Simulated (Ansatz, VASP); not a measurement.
Cd3HgS4: VASP beside Ansatz

Contents of INCAR:

```
SYSTEM = Cd3HgS4
ALGO = Normal
EDIFF = 1E-7
EDIFFG = -0.04
ENCUT = 600
GGA = PE
IBRION = 2
ISIF = 3
ISMEAR = 0
LASPH = .True.
LCHARG = .False.
LREAL = .False.
LWAVE = .False.
NELM = 80
NSW = 90
PREC = Accurate
SIGMA = 0.1
```

The input KPOINTS:

```
k-points
0
Gamma
  4 4 4
  0 0 0
```

Contents of POSCAR:

```
Cd3HgS4
1.0
   -2.8918208000      2.8918208000      5.7836415900
    2.8918208000     -2.8918208000      5.7836415900
    2.8918208000      2.8918208000     -5.7836415900
Cd Hg S
3 1 4
Direct
    0.5000000000      0.5000000000      0.0000000000
    0.2500000000      0.7500000000      0.5000000000
    0.7500000000      0.2500000000      0.5000000000
    0.0000000000      0.0000000000      0.0000000000
    0.6250000000      0.6250000000      0.5000000000
    0.1250000000      0.1250000000      0.5000000000
    0.8750000000      0.3750000000      0.0000000000
    0.3750000000      0.8750000000      0.0000000000
```

Input for Ansatz:

```yaml
crystal:
  lattice:
    - [-2.8918208, 2.8918208, 5.78364159]
    - [2.8918208, -2.8918208, 5.78364159]
    - [2.8918208, 2.8918208, -5.78364159]
  atoms:
    - { symbol: Cd, position: [0.5, 0.5, 0.0] }
    - { symbol: Cd, position: [0.25, 0.75, 0.5] }
    - { symbol: Cd, position: [0.75, 0.25, 0.5] }
    - { symbol: Hg, position: [0.0, 0.0, 0.0] }
    - { symbol: S, position: [0.625, 0.625, 0.5] }
    - { symbol: S, position: [0.125, 0.125, 0.5] }
    - { symbol: S, position: [0.875, 0.375, 0.0] }
    - { symbol: S, position: [0.375, 0.875, 0.0] }
basis:
  ecutwfc: 420
kpoints:
  mp_grid: { grid: [4, 4, 4] }
hamiltonian:
  xc: pbe
scf:
  occupations: { method: gaussian, width: 0.1 }
  lower_state_search: "off"
output:
  forces: true
  stress: true
  eigenvalues: true
relax:
  adjacent_minimum: "off"
  f_tol: 0.04
  max_steps: 70
  cell: { stress_tol: 0.4 }
```

Alike in both runs: task relaxation of cell and atoms; functional PBE; k mesh 4 × 4 × 4; occupations gaussian, width 0.1 eV; no spin polarisation.

|  | VASP | Ansatz |
| --- | --- | --- |
| version | VASP 6.6.1 | Ansatz 0.2.0 |
| potentials or method | VASP PAW PBE potentials, release 64 (Cd, Hg, S), cutoff 600 eV | scalar-relativistic, plane waves, PAW |
| valence electrons in the cell | 72 | 104 |

|  | VASP | Ansatz | Ansatz less VASP |
| --- | --- | --- | --- |
| gap on the k mesh at the Fermi level, each at its own relaxed structure (eV) | 0.61 | 0.62 | +0.010 |
| relaxed volume (Å³/atom) | 26.39 | 26.24 | -0.147 |
| relaxed cell length with the largest relative difference (Å) | 7.293 | 7.279 | -0.0136 |

VASP's potentials hold 72 valence electrons a cell and Ansatz's 104, so a difference there can come from the potentials and not from the codes.

Spin-orbit coupling is off throughout.
